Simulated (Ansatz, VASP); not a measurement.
**Two plane-wave programs on W**

```
W
1.0
     0.00000    2.72259    2.72259
     2.72259    0.00000    2.72259
     2.72259    2.72259    0.00000
W
2
Direct
  0.71750 0.92750 0.92750
  0.28250 0.07250 0.07250
```

Change from the starting cell: shortest bond scaled by 0.58, PAW files.

Alike in both runs: task single point; functional PBEsol; k mesh 10 × 10 × 10; occupations fermi-dirac, width 0.05 eV; no spin polarisation.

|  | VASP | Ansatz |
| --- | --- | --- |
| version | VASP 6.6.1 | Ansatz 0.2.0 |
| potentials or method | VASP PAW PBE potentials, release 64 (W_sv) | PAW with Ansatz's default frozen-core files, scalar-relativistic |
| plane-wave cutoff (eV) | 520 | 420 |
| valence electrons in the cell | 28 | 28 |

```csv
,VASP,Ansatz,Ansatz less VASP
pressure (GPa),444.2,451.4,+7.24
"traceless stress, the component that is largest in VASP (GPa)",-442.52,-446.31,-3.788
rms of the force components (eV/Å),137.914,139.315,+1.4004
```

VASP's potentials were made for PBE, not for PBEsol. Atom by atom the forces differ by 1.400 eV/Å (rms over components). Both programs put the cell under a high pressure, so it lies far from rest at this level. The functional is the same, so the differences come from potentials, cutoffs and numerics.

Spin-orbit coupling is off throughout. Noted on VASP's run: the cell as given lies far from equilibrium.
